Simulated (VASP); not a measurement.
Se: single point with PBEsol

The system is Se.

```
Se
1.0
    -2.91689    2.91689    1.59122
     2.91689   -2.91689    1.59122
     2.91689    2.91689   -1.59122
Se
2
Direct
  0.00000 0.00000 0.00000
  0.75000 0.25000 0.50000
```

```yaml
Program: VASP 6.6.1
Task: single point
Functional: PBEsol
Potentials_or_basis: VASP PAW PBE potentials, release 64 (Se)
Cutoff: 520 eV
k_mesh: 6 × 6 × 6
Occupations: gaussian, width 0.1 eV
Spin: no spin polarisation
```

```json
{"Pressure": "-10.8 GPa", "Band gap on the k mesh": "zero (bands 6 and 7 overlap by 1.72 eV)"}
```

Stress tensor (GPa, compression positive):
```
-12.00   0.00   0.00
  0.00 -12.00   0.00
  0.00   0.00  -8.45
```

Levels at points of the mesh, in eV from the Fermi level:
| k point | band 3 | band 4 | band 5 | band 6 | band 7 | band 8 | band 9 | band 10 |
| --- | --- | --- | --- | --- | --- | --- | --- | --- |
| (0.00, 0.00, 0.00) | -3.62 | -3.62 | 1.34 | 1.34 | 1.35 | 1.39 | 4.12 | 7.14 |
| (0.50, 0.00, 0.00) | -4.48 | -3.31 | -3.11 | -0.80 | 0.01 | 0.76 | 6.76 | 6.77 |
| (0.50, 0.50, 0.00) | -1.98 | -1.98 | -1.89 | -1.89 | 1.42 | 1.42 | 8.35 | 8.35 |
| (0.50, 0.50, 0.50) | -5.27 | -5.27 | 1.06 | 1.06 | 2.41 | 2.41 | 9.00 | 9.00 |

It took 14 s on 1 thread of AMD EPYC 9R45 96-Core Processor (Zen 5), with other jobs on the host, peak memory 0.17 GiB.

Caveat: the k points lie up to 0.37 Å⁻¹ apart, too coarse for converged energies and pressures of a metal; the PAW data sets were made with another functional, which shifts forces and pressure a little.
